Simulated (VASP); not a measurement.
Write the native input for VASP 6.6.1 that does the following.

```yaml
Task: single point
Functional: LDA
Potentials_or_basis: VASP PAW PBE potentials, release 64 (Lu, H)
Cutoff: 520 eV
k_mesh: 9 × 9 × 9
Occupations: fermi-dirac, width 0.1 eV
Spin: no spin polarisation
Dipole_correction: no
Further_INCAR_settings: ALGO = Normal; EDIFF = 1e-06; NBANDS = 20
```

The structure of LuH2 lies in POSCAR:

```
LuH2
1.0
    0.0000000000      2.4195306153      2.4195306153
    2.4195306153      0.0000000000      2.4195306153
    2.4195306153      2.4195306153      0.0000000000
Lu H
1 2
Direct
    0.0000000000      0.0000000000      0.0000000000
    0.2500000000      0.2500000000      0.2500000000
    0.7500000000      0.7500000000      0.7500000000
```

One way to write it, as run:

INCAR

```
SYSTEM = LuH2
ALGO = Normal ; EDIFF = 1E-6
ENCUT = 520 ; GGA = CA
ISIF = 2 ; ISMEAR = -1
LASPH = .True. ; LCHARG = .False.
LREAL = .False. ; LWAVE = .False.
NBANDS = 20 ; NELM = 100
PREC = Accurate ; SIGMA = 0.1
```

KPOINTS

```
k-points
0
Gamma
  9 9 9
  0 0 0
```

Potentials or basis: VASP PAW PBE potentials, release 64 (Lu, H).

The run is started by

```console
$ cat potpaw_PBE.64/Lu/POTCAR potpaw_PBE.64/H/POTCAR > POTCAR
$ mpirun -np 1 vasp_std > vasp.out
```

Results of the run:

- Pressure: 5.8 GPa
- Band gap on the k mesh: zero (an odd number of electrons rules out a gap without spin polarisation)

Caveat: the cell stands under pressure; the PAW data sets were made with another functional, which shifts forces and pressure a little; spin-orbit coupling is left out, which moves the levels of the heavy elements.

Run time: 22 s on 1 thread of Intel Xeon 8259CL (shared host), peak memory 0.14 GiB.
